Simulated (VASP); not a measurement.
# Pb (P6_3/mmc) in VASP: notebook

Pb is run at these levels: LDA; tasks: single point.

All numbers are computed with VASP 6.6.1; they aren't measurements. Logs are shortened: lines on timing, memory, paths and dates and some standing lists are left out, and cuts for length are marked.

### Step 1. The cell of the first run

It takes space group P6_3/mmc (No. 194, hexagonal). Conventional cell: a = 3.346 Å, b = 3.346 Å, c = 5.588 Å, α = 90.00°, β = 90.00°, γ = 120.00°. Pb (site symmetry -6m2) has 12 Pb at 3.35 to 3.40 Å within 4.4 Å.

This isn't the form of Pb at room conditions, which is fcc.

### Step 2. Single point, LDA

Input file INCAR:

```
SYSTEM = Pb
ALGO = Normal
EDIFF = 1E-6
ENCUT = 520
ISIF = 2
ISMEAR = -1
LASPH = .True.
LCHARG = .False.
LREAL = .False.
LWAVE = .False.
NBANDS = 21
NELM = 60
PREC = Accurate
SIGMA = 0.08
```

Input file KPOINTS:

```
k-points
0
Gamma
  16 16 10
  0 0 0
```

Input file POSCAR:

```
Pb
1.0
    3.3456841259      0.0000000000      0.0000000000
   -1.6728420629      2.8974474460      0.0000000000
    0.0000000000      0.0000000000      5.5875269410
Pb
2
Direct
    0.3333333333      0.6666666667      0.2500000000
    0.6666666667      0.3333333333      0.7500000000
```

Potentials or basis: VASP PAW LDA potentials, release 64 (Pb_d).

Started as:

```
> cat potpaw_LDA.64/Pb_d/POTCAR > POTCAR
> mpirun -np 1 vasp_std > vasp.out
```

OUTCAR:

```text
SYSTEM = Pb
   EDIFF = 1E-6
   ENCUT = 520
   ISIF = 2
   ISMEAR = -1
   LASPH = .True.
   LREAL = .False.
   NELM = 60
   PREC = Accurate

 ion  position               nearest neighbor table
   1  0.333  0.667  0.250-   2 3.40   2 3.40   2 3.40   2 3.40   2 3.40   2 3.40
   2  0.667  0.333  0.750-   1 3.40   1 3.40   1 3.40   1 3.40   1 3.40   1 3.40

  LATTYP: Found a hexagonal cell.
 ALAT       =     3.3456841259
 C/A-ratio  =     1.6700700756

  Lattice vectors:

 A1 = (   3.3456841259,   0.0000000000,   0.0000000000)
 A2 = (  -1.6728420629,   2.8974474460,   0.0000000000)
 A3 = (   0.0000000000,   0.0000000000,   5.5875269410)

Analysis of symmetry for initial positions (statically):
=====================================================================
 Subroutine PRICEL returns:
 Original cell was already a primitive cell.

 Routine SETGRP: Setting up the symmetry group for a
 hexagonal supercell.

 Subroutine GETGRP returns: Found 24 space group operations
 (whereof 12 operations were pure point group operations)
 out of a pool of 24 trial point group operations.

The static configuration has the point symmetry D_3d.
 The point group associated with its full space group is D_6h.

Analysis of symmetry for dynamics (positions and initial velocities):
=====================================================================
 Subroutine PRICEL returns:
 Original cell was already a primitive cell.

 Routine SETGRP: Setting up the symmetry group for a
 hexagonal supercell.

 Subroutine GETGRP returns: Found 24 space group operations
 (whereof 12 operations were pure point group operations)
 out of a pool of 24 trial point group operations.

The dynamic configuration has the point symmetry D_3d.
 The point group associated with its full space group is D_6h.

 Subroutine INISYM returns: Found 24 space group operations
 (whereof 12 operations are pure point group operations),
 and found     1 'primitive' translations

----------------------------------------------------------------------------------------

                                     Primitive cell

  volume of cell :      54.1652

  direct lattice vectors                    reciprocal lattice vectors
     3.345684126  0.000000000  0.000000000     0.298892532  0.172565684  0.000000000
    -1.672842063  2.897447446  0.000000000     0.000000000  0.345131368  0.000000000
     0.000000000  0.000000000  5.587526941     0.000000000  0.000000000  0.178970054

  length of vectors
     3.345684126  3.345684126  5.587526941     0.345131368  0.345131368  0.178970054

  position of ions in fractional coordinates (direct lattice)
     0.333333333  0.666666667  0.250000000
     0.666666667  0.333333333  0.750000000

  ion indices of the primitive-cell ions
   primitive index   ion index
                 1           1
                 2           2

----------------------------------------------------------------------------------------

 KPOINTS: k-points

Automatic generation of k-mesh.
 Grid dimensions read from file:
 generate k-points for:   16   16   10

 Generating k-lattice:

  Cartesian coordinates                     Fractional coordinates (reciprocal lattice)
     0.018680783  0.010785355  0.000000000     0.062500000 -0.000000000  0.000000000
     0.000000000  0.021570710  0.000000000     0.000000000  0.062500000  0.000000000
     0.000000000  0.000000000  0.017897005     0.000000000  0.000000000  0.100000000

  Length of vectors
     0.021570710  0.021570710  0.017897005

  Shift w.r.t. Gamma in fractional coordinates (k-lattice)
     0.000000000  0.000000000  0.000000000

 Subroutine IBZKPT returns following result:
 ===========================================

 Found    180 irreducible k-points:

 Following reciprocal coordinates:
            Coordinates               Weight
  0.000000  0.000000  0.000000      1.000000
  0.062500  0.000000  0.000000      6.000000
  0.125000  0.000000  0.000000      6.000000
  0.187500  0.000000  0.000000      6.000000
  0.250000  0.000000  0.000000      6.000000
  0.312500  0.000000  0.000000      6.000000
[... 16 lines left out ...]
  0.187500  0.187500  0.000000      6.000000
  0.250000  0.187500  0.000000     12.000000
 [... further k-points ...]
   k-points           NKPTS =    180   k-points in BZ     NKDIM =    180   number of bands    NBANDS=     21
   number of dos      NEDOS =    301   number of ions     NIONS =      2
   total plane-waves  NPLWV =  32928
   dimension x,y,z NGX =    28 NGY =   28 NGZ =   42
   dimension x,y,z NGXF=    56 NGYF=   56 NGZF=   84
   ions per type =               2
   NGX,Y,Z   is equivalent  to a cutoff of  13.91, 13.91, 12.50 a.u.
   NGXF,Y,Z  is equivalent  to a cutoff of  27.83, 27.83, 24.99 a.u.
 SYSTEM =  Pb
   PREC   = accura    normal or accurate (medium, high low for compatibility)
   ISTART =      0    job   : 0-new  1-cont  2-samecut
   ICHARG =      2    charge: 1-file 2-atom 10-const
   ISPIN  =      1    spin polarized calculation?
   LNONCOLLINEAR =      F non collinear calculations
   LSORBIT =      F    spin-orbit coupling
   LASPH  =      T    aspherical Exc in radial PAW
   ENCUT  =  520.0 eV  38.22 Ry    6.18 a.u.   6.22  6.22 10.39*2*pi/ulx,y,z
   NELM   =     60;   NELMIN=  2; NELMDL= -5     # of ELM steps
   EDIFF  = 0.1E-05   stopping-criterion for ELM
   LREAL  =      F    real-space projection
   EDIFFG = 0.1E-04   stopping-criterion for IOM
   NSW    =      0    number of steps for IOM
   IBRION =     -1    ionic relax: 0-MD 1-quasi-New 2-CG
   NFREE  =      0    steps in history (QN), initial steepest desc. (CG)
   ISIF   =      2    stress and relaxation
   ISYM   =      2    0-nonsym 1-usesym 2-fastsym
   POTIM  = 0.5000    time-step for ionic-motion
   TEBEG  =    0.0;   TEEND  =   0.0 temperature during run
   PSTRESS=    0.0 pullay stress
   NELECT =      28.0000    total number of electrons
   NUPDOWN=      -1.0000    fix difference up-down
   EMIN   =  10.00;   EMAX   =-10.00  energy-range for DOS
   EFERMI =   0.00;   METHOD = LEGACY
   ISMEAR =    -1;   SIGMA  =   0.08  broadening in eV -4-tet -1-fermi 0-gaus
   EFERMI_NEDOS =   21; number of points for ismear=-14 and -15
   IALGO  =     38    algorithm
   IMIX   =      4    mixing-type and parameters
     AMIX     =   0.40;   BMIX     =  1.00
     AMIX_MAG =   1.60;   BMIX_MAG =  1.00
  volume/ion in A,a.u.               =      27.08       182.76
  Fermi-wavevector in a.u.,A,eV,Ry     =   1.313875  2.482864 23.487304  1.726268
  Thomas-Fermi vector in A             =   2.444167
   LORBIT       =      0    0 simple, 1 ext, 2 COOP (PROOUT), +10 PAW based schemes
   GGA     = CA    functional components
   LHFCALC =     F    Hartree Fock is set to
   AEXX    =    0.0000 exact exchange contribution
   IVDW    =     0    specifies the selected vdW correction
   LEPSILON=     F    determine dielectric tensor
   LRPA    =     F    only Hartree local field effects (RPA)
 non-spin polarized calculation
  energy-cutoff  :      520.00
  volume of cell :       54.17
 maximum number of plane-waves:      1484
 NGX is ok and might be reduce to    28
   NGX = 13   NGY = 13   NGZ = 21

 number of electron      28.0000001 magnetization

 Free energy of the ion-electron system (eV)
  ---------------------------------------------------
  ext. energy  EPLUGINS =         0.00000000
  ---------------------------------------------------
  free energy    TOTEN  =        -8.45202932 eV

  energy without entropy =       -8.43255117  energy(sigma->0) =       -8.44229025

 E-fermi :   8.3227     XC(G=0): -11.0082

 val. band max:        8.2972765972   @ k =   0.3750   0.1875   0.0000
 cond. band min:       8.3257605296   @ k =   0.2500   0.1250   0.3000
 fundamental gap:      0.0284839324
 Fermi energy:         8.3227281899

 k-point     1 :       0.0000    0.0000    0.0000
  band No.  band energies     occupation
      1      -8.8411      2.00000
      2      -8.7893      2.00000
      3      -8.7524      2.00000
      4      -8.7524      2.00000
      5      -8.7239      2.00000
      6      -8.7239      2.00000
[... 13 lines left out ...]
     20      18.0712      0.00000
     21      20.3506      0.00000

 k-point     2 :       0.0625    0.0000    0.0000
  band No.  band energies     occupation
      1      -8.8341      2.00000
      2      -8.7909      2.00000
      3      -8.7453      2.00000
      4      -8.7387      2.00000
      5      -8.7231      2.00000
      6      -8.7106      2.00000
[... 13 lines left out ...]
     20      18.5309      0.00000
     21      19.8679      0.00000

 k-point     3 :       0.1250    0.0000    0.0000
  band No.  band energies     occupation
      1      -8.8355      2.00000
      2      -8.7811      2.00000
      3      -8.7370      2.00000
      4      -8.7028      2.00000
      5      -8.6993      2.00000
      6      -8.6726      2.00000
[... 13 lines left out ...]
     20      18.9366      0.00000
     21      19.2352      0.00000

 k-point     4 :       0.1875    0.0000    0.0000
  band No.  band energies     occupation
      1      -8.8640      2.00000
      2      -8.7571      2.00000
      3      -8.7334      2.00000
      4      -8.6809      2.00000
      5      -8.6575      2.00000
      6      -8.6489      2.00000
[... 13 lines left out ...]
     20      18.3531      0.00000
     21      19.3309      0.00000

 k-point     5 :       0.2500    0.0000    0.0000
  band No.  band energies     occupation
      1      -8.9012      2.00000
      2      -8.7710      2.00000
      3      -8.7241      2.00000
      4      -8.6906      2.00000
      5      -8.6794      2.00000
      6      -8.5818      2.00000
[... 13 lines left out ...]
     20      18.0740      0.00000
     21      19.1621      0.00000
[... 382 lines left out ...]
     20      17.2412      0.00000
     21      21.5515      0.00000

 k-point    22 :       0.4375    0.1250    0.0000
  band No.  band energies     occupation
      1      -8.9350      2.00000
      2      -8.8564      2.00000
      3      -8.7745      2.00000
      4      -8.7231      2.00000
      5      -8.6188      2.00000
      6      -8.5810      2.00000
[... 13 lines left out ...]
     20      17.1901      0.00000
     21      21.6314      0.00000

 k-point    23 :       0.1875    0.1875    0.0000
  band No.  band energies     occupation
      1      -8.8174      2.00000
      2      -8.8047      2.00000
      3      -8.7734      2.00000
      4      -8.7130      2.00000
      5      -8.6521      2.00000
      6      -8.6125      2.00000
[... 13 lines left out ...]
     20      19.1482      0.00000
     21      19.8201      0.00000

 k-point    24 :       0.2500    0.1875    0.0000
  band No.  band energies     occupation
      1      -8.8363      2.00000
      2      -8.8140      2.00000
      3      -8.7674      2.00000
      4      -8.7185      2.00000
      5      -8.6349      2.00000
      6      -8.5823      2.00000
[... 13 lines left out ...]
     20      19.2028      0.00000
     21      20.5805      0.00000

 [... further k-points ...]

------------------------ aborting loop because EDIFF is reached ----------------------------------------

  FORCE on cell =-STRESS in cart. coord.  units (eV):
  Direction    XX          YY          ZZ          XY          YZ          ZX
  --------------------------------------------------------------------------------------
  -------------------------------------------------------------------------------------
  Total        1.3783191      1.3783191      1.3773389      0.0000000      0.0000000     -0.0000000
  in kB       40.7699548     40.7699548     40.7409605      0.0000000      0.0000000     -0.0000000
  external PRESSURE =      40.7602900 kB  Pullay stress =       0.0000000 kB

 VOLUME and BASIS-vectors are now :
 -----------------------------------------------------------------------------
  energy-cutoff  :      520.00
  volume of cell :       54.17
      direct lattice vectors                 reciprocal lattice vectors
     3.345684126  0.000000000  0.000000000     0.298892532  0.172565684  0.000000000
    -1.672842063  2.897447446  0.000000000     0.000000000  0.345131368  0.000000000
     0.000000000  0.000000000  5.587526941     0.000000000  0.000000000  0.178970054

 POSITION                                       TOTAL-FORCE (eV/Angst)
 -----------------------------------------------------------------------------------
     -0.00000      1.93163      1.39688        -0.000000     -0.000000      0.000000
      1.67284      0.96582      4.19065         0.000000      0.000000      0.000000
 -----------------------------------------------------------------------------------
    total drift:                                0.000000     -0.000000      0.000000

  FREE ENERGIE OF THE ION-ELECTRON SYSTEM (eV)
  ---------------------------------------------------
  free  energy   TOTEN  =        -8.4520293192 eV

  energy  without entropy=       -8.4325511715  energy(sigma->0) =       -8.44229025
```

It took 3.5 min on 1 thread of Intel Xeon 8259CL, shared host; peak memory 0.27 GiB.

What came out:

```yaml
Free_energy: -8.4520 eV
Pressure: 4.1 GPa
Band_gap_on_the_k_mesh: zero (bands 14 and 15 overlap by 8.41 eV)
```

Caveat: the cell stands under pressure; spin-orbit coupling is left out, which moves the levels of the heavy elements.

### Step 3. Single point, LDA

This run uses another cell than the first one, of 27.91 Å³/atom.

Input file INCAR:

```
SYSTEM = Pb
ALGO     = Normal         ! electronic algorithm
EDIFF    = 1E-7           ! SCF threshold, eV
ENCUT    = 520            ! plane-wave cutoff, eV
GGA      = CA             ! functional
ISIF     = 2              ! what is computed and relaxed
ISMEAR   = -1             ! smearing method
LASPH    = .TRUE.         ! aspherical terms in the spheres
LCHARG   = .TRUE.         ! write CHGCAR
LELF     = .TRUE.         ! ELF
LREAL    = .FALSE.        ! projectors in reciprocal space
LVHAR    = .TRUE.       
LWAVE    = .FALSE.        ! write WAVECAR
NBANDS   = 21             ! bands
NELM     = 60             ! most SCF steps
PREC     = Accurate       ! precision mode
SIGMA    = 0.08           ! smearing width, eV
```

Input file KPOINTS:

```
k-points
0
G
  16 16 10
  0 0 0
```

Input file POSCAR:

```
Pb
1.0
    3.3788693310      0.0000000000      0.0000000000
   -1.6894346655      2.9261866767      0.0000000000
    0.0000000000      0.0000000000      5.6448752413
Pb
2
Direct
    0.3333333333      0.6666666667      0.2500000000
    0.6666666667      0.3333333333      0.7500000000
```

Potentials or basis: VASP PAW LDA potentials, release 64 (Pb_d).

Started as:

```
> cat potpaw_LDA.64/Pb_d/POTCAR > POTCAR
> mpirun -np 1 vasp_std > vasp.out
```

Wall time 4.2 min (1 thread of Intel Xeon 8259CL, shared host); peak memory 0.28 GiB.

It converged, with:

```
Free energy            : -8.4844 eV
Pressure               : 2.1 GPa
Band gap on the k mesh : zero (bands 14 and 15 overlap by 8.15 eV)
```

Levels at points of the mesh, in eV from the Fermi level:
| k point | band 10 | band 11 | band 12 | band 13 | band 14 | band 15 | band 16 | band 17 | band 18 | band 19 |
| --- | --- | --- | --- | --- | --- | --- | --- | --- | --- | --- |
| (0.00, 0.00, 0.00) | -16.72 | -12.33 | -8.41 | -4.64 | 6.30 | 6.30 | 7.71 | 8.19 | 8.19 | 9.49 |
| (0.50, 0.00, 0.00) | -16.67 | -8.35 | -7.13 | -3.13 | -1.77 | -0.56 | 1.82 | 2.33 | 6.01 | 6.72 |
| (0.00, 0.00, 0.50) | -16.79 | -11.06 | -11.06 | 0.63 | 0.63 | 7.19 | 7.19 | 7.19 | 7.19 | 9.67 |
| (0.50, 0.00, 0.50) | -16.68 | -7.49 | -7.49 | -4.02 | -4.02 | 3.67 | 3.67 | 3.76 | 3.76 | 7.26 |

Caveat: spin-orbit coupling is left out, which moves the levels of the heavy elements.

The gap in the log of VASP goes by the Fermi energy; the results here count the filled bands.